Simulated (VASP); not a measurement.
# Be (P2_1/m) in VASP: a series of runs

Be is run at these levels: PBE+D3(BJ); tasks: single point.

Everything below comes from runs of VASP 6.6.1. Logs are shortened: lines on timing, memory, paths and dates and some standing lists are left out, and cuts for length are marked.

**1. The cell of the first run**

The structure is monoclinic, space group P2_1/m (No. 11). Conventional cell: a = 2.214 Å, b = 3.500 Å, c = 2.214 Å, α = 90.00°, β = 120.00°, γ = 90.00°. Within 2.7 Å of Be (site symmetry m) lie 12 Be at 2.01 to 2.35 Å.

**2. Single point, PBE+D3(BJ) (atoms displaced along several vibrational modes)**

File INCAR:

```
SYSTEM = Be
ALGO     = Fast           ! electronic algorithm
EDIFF    = 1E-6           ! SCF threshold, eV
ENCUT    = 520            ! plane-wave cutoff, eV
GGA      = PE             ! functional
ISIF     = 2              ! what is computed and relaxed
ISMEAR   = 0              ! smearing method
IVDW     = 12             ! dispersion correction
LASPH    = .True.         ! aspherical terms in the spheres
LCHARG   = .False.        ! write CHGCAR
LREAL    = .False.        ! projectors in reciprocal space
LWAVE    = .False.        ! write WAVECAR
NBANDS   = 9              ! bands
NELM     = 100            ! most SCF steps
PREC     = Accurate       ! precision mode
SIGMA    = 0.15           ! smearing width, eV
```

File KPOINTS:

```
k-points
0
Gamma
  24 24 12
  0 0 0
```

File POSCAR:

```
Be
1.0
    2.2141966284      0.0000000000      0.0000000000
   -1.1070983142      1.9175505292      0.0000000000
    0.0000000000      0.0000000000      3.5001053904
Be
2
Direct
    0.2552229771      0.5941783552      0.2500000000
    0.7447770229      0.4058216448      0.7500000000
```

Potentials or basis: VASP PAW PBE potentials, release 64 (Be).

On the command line:

```console
cat potpaw_PBE.64/Be/POTCAR > POTCAR
mpirun -np 1 vasp_std > vasp.out
```

OUTCAR:

```text
SYSTEM = Be
   EDIFF = 1E-6
   ENCUT = 520
   GGA = PE
   ISIF = 2
   ISMEAR = 0
   IVDW = 12
   LASPH = .True.
   LREAL = .False.
   NELM = 100
   PREC = Accurate
 IVDW          = 12

 ion  position               nearest neighbor table
   1  0.255  0.594  0.250-   2 2.01   2 2.01   2 2.21   2 2.21   2 2.35   2 2.35
   2  0.745  0.406  0.750-   1 2.01   1 2.01   1 2.21   1 2.21   1 2.35   1 2.35

  LATTYP: Found a hexagonal cell.
 ALAT       =     2.2141966284
 C/A-ratio  =     1.5807563545

  Lattice vectors:

 A1 = (   2.2141966284,   0.0000000000,   0.0000000000)
 A2 = (  -1.1070983142,   1.9175505292,   0.0000000000)
 A3 = (   0.0000000000,   0.0000000000,   3.5001053904)

Analysis of symmetry for initial positions (statically):
=====================================================================
 Subroutine PRICEL returns:
 Original cell was already a primitive cell.

 Routine SETGRP: Setting up the symmetry group for a
 hexagonal supercell.

 Subroutine GETGRP returns: Found  4 space group operations
 (whereof  2 operations were pure point group operations)
 out of a pool of 24 trial point group operations.

The static configuration has the point symmetry S_2 .
 The point group associated with its full space group is C_2h.

Analysis of symmetry for dynamics (positions and initial velocities):
=====================================================================
 Subroutine PRICEL returns:
 Original cell was already a primitive cell.

 Routine SETGRP: Setting up the symmetry group for a
 hexagonal supercell.

 Subroutine GETGRP returns: Found  4 space group operations
 (whereof  2 operations were pure point group operations)
 out of a pool of 24 trial point group operations.

The dynamic configuration has the point symmetry S_2 .
 The point group associated with its full space group is C_2h.

 Subroutine INISYM returns: Found  4 space group operations
 (whereof  2 operations are pure point group operations),
 and found     1 'primitive' translations

----------------------------------------------------------------------------------------

                                     Primitive cell

  volume of cell :      14.8609

  direct lattice vectors                    reciprocal lattice vectors
     2.214196628  0.000000000  0.000000000     0.451631073  0.260749322  0.000000000
    -1.107098314  1.917550529  0.000000000     0.000000000  0.521498644  0.000000000
     0.000000000  0.000000000  3.500105390     0.000000000  0.000000000  0.285705683

  length of vectors
     2.214196628  2.214196628  3.500105390     0.521498644  0.521498644  0.285705683
[... 82 lines left out ...]
   LREAL  =      F    real-space projection
[... 7 lines left out ...]
   TEBEG  =    0.0;   TEEND  =   0.0 temperature during run
   PSTRESS=    0.0 pullay stress
   NELECT =       4.0000    total number of electrons
   NUPDOWN=      -1.0000    fix difference up-down
   EMIN   =  10.00;   EMAX   =-10.00  energy-range for DOS
   EFERMI =   0.00;   METHOD = LEGACY
   ISMEAR =     0;   SIGMA  =   0.15  broadening in eV -4-tet -1-fermi 0-gaus
   EFERMI_NEDOS =   21; number of points for ismear=-14 and -15
   IALGO  =     68    algorithm
   IMIX   =      4    mixing-type and parameters
     AMIX     =   0.40;   BMIX     =  1.00
     AMIX_MAG =   1.60;   BMIX_MAG =  1.00
  volume/ion in A,a.u.               =       7.43        50.14
  Fermi-wavevector in a.u.,A,eV,Ry     =   1.057012  1.997464 15.201455  1.117275
  Thomas-Fermi vector in A             =   2.192270
   LORBIT       =      0    0 simple, 1 ext, 2 COOP (PROOUT), +10 PAW based schemes
   GGA     = PE    functional components
   LHFCALC =     F    Hartree Fock is set to
   AEXX    =    0.0000 exact exchange contribution
   IVDW    =    12    specifies the selected vdW correction
   LEPSILON=     F    determine dielectric tensor
   LRPA    =     F    only Hartree local field effects (RPA)
 non-spin polarized calculation
 RMM-DIIS sequential band-by-band and
 Gauss-broadening in eV      SIGMA  =   0.15
  energy-cutoff  :      520.00
  volume of cell :       14.86
 maximum number of plane-waves:       418
   NGX =  9   NGY =  9   NGZ = 13

 number of electron       4.0000000 magnetization

 Free energy of the ion-electron system (eV)
  ---------------------------------------------------
  ext. energy  EPLUGINS =         0.00000000
  ---------------------------------------------------
  free energy    TOTEN  =        -7.29001995 eV

  energy without entropy =       -7.28834693  energy(sigma->0) =       -7.28918344

 E-fermi :   7.6795     XC(G=0): -10.8103

 val. band max:        7.6717498565   @ k =  -0.3750   0.3333   0.0000
 cond. band min:       7.6830387428   @ k =  -0.3750   0.3333   0.0000
 fundamental gap:      0.0112888863
 Fermi energy:         7.6795140502

 k-point     1 :       0.0000    0.0000    0.0000
  band No.  band energies     occupation
      1      -4.1447      2.00000
      2       2.7820      2.00000
      3       8.8229      0.00000
      4      23.7843      0.00000
      5      25.6482      0.00000
      6      25.9270      0.00000
      7      28.6361      0.00000
      8      29.6843      0.00000
      9      34.5103      0.00000
[... 265 lines left out ...]
 k-point    24 :       0.0000    0.3333    0.0000
  band No.  band energies     occupation
      1      -0.8982      2.00000
      2       6.9642      2.00000
      3       8.8912      0.00000
      4      12.8468      0.00000
      5      18.6243      0.00000
      6      21.2007      0.00000
      7      21.9423      0.00000
      8      25.0504      0.00000
      9      30.4530      0.00000

 [... further k-points ...]

------------------------ aborting loop because EDIFF is reached ----------------------------------------

 Edisp (eV)   -0.75722

 E8    (eV) :    -0.2625

  FORCE on cell =-STRESS in cart. coord.  units (eV):
  Direction    XX          YY          ZZ          XY          YZ          ZX
  --------------------------------------------------------------------------------------
  -------------------------------------------------------------------------------------
  Total       0.69261    -0.80779     0.83233     0.32420     0.00000     0.00000
  in kB      74.67143   -87.08903    89.73478    34.95257     0.00000     0.00000
  external pressure =       25.77 kB  Pullay stress =        0.00 kB

 VOLUME and BASIS-vectors are now :
 -----------------------------------------------------------------------------
  energy-cutoff  :      520.00
  volume of cell :       14.86
      direct lattice vectors                 reciprocal lattice vectors
     2.214196628  0.000000000  0.000000000     0.451631073  0.260749322  0.000000000
    -1.107098314  1.917550529  0.000000000     0.000000000  0.521498644  0.000000000
     0.000000000  0.000000000  3.500105390     0.000000000  0.000000000  0.285705683

 POSITION                                       TOTAL-FORCE (eV/Angst)
 -----------------------------------------------------------------------------------
     -0.09270      1.13937      0.87503         1.087978      0.788849      0.000000
      1.19980      0.77818      2.62508        -1.087978     -0.788849     -0.000000
 -----------------------------------------------------------------------------------
    total drift:                               -0.000000     -0.000000      0.000000

  FREE ENERGIE OF THE ION-ELECTRON SYSTEM (eV)
  ---------------------------------------------------
  free  energy   TOTEN  =        -8.0472408582 eV

  energy  without entropy=       -8.0455678436  energy(sigma->0) =       -8.04640435
```

OSZICAR:

```text
N       E                     dE             d eps       ncg     rms          rms(c)
DAV:   1    -0.248870132843E+01   -0.24887E+01   -0.18082E+03 37052   0.369E+02
DAV:   2    -0.731545705366E+01   -0.48268E+01   -0.46831E+01 54023   0.554E+01
DAV:   3    -0.736775921395E+01   -0.52302E-01   -0.51890E-01 41290   0.383E+00
DAV:   4    -0.736783779625E+01   -0.78582E-04   -0.78576E-04 44964   0.150E-01
DAV:   5    -0.736783784026E+01   -0.44014E-07   -0.44654E-07 40910   0.353E-03    0.131E+00
RMM:   6    -0.731113630830E+01    0.56702E-01   -0.74621E-03 37191   0.940E-01    0.807E-01
RMM:   7    -0.729000167381E+01    0.21135E-01   -0.86547E-03 37922   0.914E-01    0.364E-02
RMM:   8    -0.729002056691E+01   -0.18893E-04   -0.46293E-04 40653   0.191E-01    0.131E-02
RMM:   9    -0.729002187097E+01   -0.13041E-05   -0.15761E-05 43484   0.290E-02    0.393E-03
RMM:  10    -0.729002067004E+01    0.12009E-05   -0.12283E-06 39890   0.902E-03    0.247E-03
RMM:  11    -0.729001994779E+01    0.72225E-06   -0.12629E-07 36304   0.311E-03
   1 F= -.80472409E+01 E0= -.80464044E+01  d E =-.167301E-02
```

It took 56 s on 1 thread of Intel Xeon 6975P-C (Granite Rapids), shared host; peak memory 0.33 GiB.

What came out:

| Property | Result |
| --- | --- |
| Free energy | -8.0472 eV |
| Pressure | 2.6 GPa |
| Largest force | 1.344 eV/Å |
| Band gap on the k mesh | zero (bands 2 and 3 overlap by 1.98 eV) |
| Dispersion energy per atom | -0.379 eV |

Forces in eV/Å, atoms in the order of the input:
```
Be   1.088  0.789  0.000
Be  -1.088 -0.789  0.000
```

Stress tensor (GPa, compression positive):
```
 7.47  3.50  0.00
 3.50 -8.71  0.00
 0.00  0.00  8.97
```

Caveat: the cell differs from its parent crystal (atoms displaced along several vibrational modes); the stress differs along the axes, from -9 to 9 GPa; forces of over 1 eV/Å act on the atoms, so gaps and moduli don't describe the material at rest.

**3. Single point, PBE+D3(BJ) (atoms displaced along a vibrational mode)**

File INCAR:

```
  ALGO = Fast
  EDIFF = 1E-6
  ENCUT = 520
  GGA = PE
  ISIF = 2
  ISMEAR = 0
  IVDW = 12
  LASPH = True
  LCHARG = False
  LREAL = False
  LWAVE = False
  NBANDS = 9
  NELM = 60
  PREC = Accurate
  SIGMA = 0.15
```

File KPOINTS:

```
k-points
0
Gamma
  24 24 12
```

File POSCAR:

```
Be
1.0
    2.2141966284      0.0000000000      0.0000000000
   -1.1070983142      1.9175505292      0.0000000000
    0.0000000000      0.0000000000      3.5001053904
Be
2
Direct
    0.2705566141      0.6666666667      0.2500000000
    0.7294433859      0.3333333333      0.7500000000
```

Potentials or basis: VASP PAW PBE potentials, release 64 (Be).

On the command line:

```console
cat potpaw_PBE.64/Be/POTCAR > POTCAR
mpirun -np 1 vasp_std > vasp.out
```

OUTCAR:

```text
EDIFF = 1E-6
   ENCUT = 520
   GGA = PE
   ISIF = 2
   ISMEAR = 0
   IVDW = 12
   LASPH = True
   LREAL = False
   NELM = 60
   PREC = Accurate
 IVDW          = 12

 ion  position               nearest neighbor table
   1  0.271  0.667  0.250-   2 2.04   2 2.04   2 2.18   2 2.18   2 2.32   2 2.32
   2  0.729  0.333  0.750-   1 2.04   1 2.04   1 2.18   1 2.18   1 2.32   1 2.32

  LATTYP: Found a hexagonal cell.
 ALAT       =     2.2141966284
[... 481 lines left out ...]

------------------------ aborting loop because EDIFF is reached ----------------------------------------

 Edisp (eV)   -0.75728

 E8    (eV) :    -0.2625

  FORCE on cell =-STRESS in cart. coord.  units (eV):
  Direction    XX          YY          ZZ          XY          YZ          ZX
  --------------------------------------------------------------------------------------
  -------------------------------------------------------------------------------------
  Total      -0.12681     0.08827     0.53973     0.73134     0.00000     0.00000
  in kB     -13.67137     9.51644    58.18889    78.84666     0.00000     0.00000
  external pressure =       18.01 kB  Pullay stress =        0.00 kB

 VOLUME and BASIS-vectors are now :
 -----------------------------------------------------------------------------
  energy-cutoff  :      520.00
  volume of cell :       14.86
      direct lattice vectors                 reciprocal lattice vectors
     2.214196628  0.000000000  0.000000000     0.451631073  0.260749322  0.000000000
    -1.107098314  1.917550529  0.000000000     0.000000000  0.521498644  0.000000000
     0.000000000  0.000000000  3.500105390     0.000000000  0.000000000  0.285705683

 POSITION                                       TOTAL-FORCE (eV/Angst)
 -----------------------------------------------------------------------------------
     -0.13900      1.27837      0.87503         1.012915      0.336981      0.000000
      1.24610      0.63918      2.62508        -1.012915     -0.336981     -0.000000
 -----------------------------------------------------------------------------------
    total drift:                                0.000000     -0.000000      0.000000

  FREE ENERGIE OF THE ION-ELECTRON SYSTEM (eV)
  ---------------------------------------------------
  free  energy   TOTEN  =        -8.1189246552 eV

  energy  without entropy=       -8.1173146694  energy(sigma->0) =       -8.11811966
```

OSZICAR:

```text
N       E                     dE             d eps       ncg     rms          rms(c)
DAV:   1    -0.256700267844E+01   -0.25670E+01   -0.18094E+03 37060   0.369E+02
DAV:   2    -0.738810544970E+01   -0.48211E+01   -0.46779E+01 54255   0.555E+01
DAV:   3    -0.743885715006E+01   -0.50752E-01   -0.50285E-01 41383   0.379E+00
DAV:   4    -0.743893573152E+01   -0.78581E-04   -0.78576E-04 45082   0.148E-01
DAV:   5    -0.743893577426E+01   -0.42745E-07   -0.42493E-07 40749   0.340E-03    0.130E+00
RMM:   6    -0.738268821762E+01    0.56248E-01   -0.73163E-03 37216   0.932E-01    0.804E-01
RMM:   7    -0.736163457970E+01    0.21054E-01   -0.85157E-03 37904   0.910E-01    0.345E-02
RMM:   8    -0.736164882648E+01   -0.14247E-04   -0.45107E-04 40729   0.189E-01    0.128E-02
RMM:   9    -0.736165026009E+01   -0.14336E-05   -0.15856E-05 43462   0.289E-02    0.413E-03
RMM:  10    -0.736164920522E+01    0.10549E-05   -0.11712E-06 39744   0.922E-03    0.243E-03
RMM:  11    -0.736164844735E+01    0.75787E-06   -0.15205E-07 36430   0.338E-03
   1 F= -.81189247E+01 E0= -.81181197E+01  d E =-.160999E-02
```

stdout:

```text
POSCAR found type information on POSCAR Be
 POSCAR found :  1 types and       2 ions
 scaLAPACK will be used
 LDA part: xc-table for (Slater+PW92), standard interpolation
 POSCAR, INCAR and KPOINTS ok, starting setup
 FFT: planning ... GRIDC
 FFT: planning ... GRID_SOFT
 FFT: planning ... GRID
 WAVECAR not read
 entering main loop
```

Run time: 56 s. Hardware: 1 thread of Intel Xeon 6975P-C (Granite Rapids), shared host; peak memory 0.34 GiB.

What came out:

```yaml
Free_energy: -8.1189 eV
Pressure: 1.8 GPa
Largest_force: 1.067 eV/Å
Band_gap_on_the_k_mesh: zero (bands 2 and 3 overlap by 2.11 eV)
Dispersion_energy_per_atom: -0.379 eV
```

Forces on the atoms (eV/Å):
```
Be   1.013  0.337  0.000
Be  -1.013 -0.337  0.000
```

Levels at points of the mesh, in eV from the Fermi level:
| k point | band 1 | band 2 | band 3 | band 4 | band 5 |
| --- | --- | --- | --- | --- | --- |
| (0.00, 0.00, 0.00) | -11.79 | -4.84 | 1.18 | 16.14 | 18.01 |
| (0.50, 0.00, 0.00) | -4.74 | -4.20 | 4.77 | 5.12 | 8.76 |
| (0.00, 0.50, 0.00) | -5.33 | -3.28 | 3.56 | 6.66 | 7.01 |
| (0.50, 0.50, 0.00) | -5.72 | -2.24 | 2.81 | 5.33 | 7.99 |
| (0.00, 0.00, 0.50) | -9.59 | -9.59 | 10.95 | 10.95 | 18.31 |
| (0.50, 0.00, 0.50) | -4.12 | -4.12 | 2.19 | 2.19 | 12.46 |
| (0.00, 0.50, 0.50) | -3.92 | -3.92 | 1.70 | 1.70 | 12.31 |
| (0.50, 0.50, 0.50) | -3.52 | -3.52 | 0.89 | 0.89 | 12.45 |

Caveat: the cell differs from its parent crystal (atoms displaced along a vibrational mode); the stress differs along the axes, from -1 to 6 GPa; forces of over 1 eV/Å act on the atoms, so gaps and moduli don't describe the material at rest.
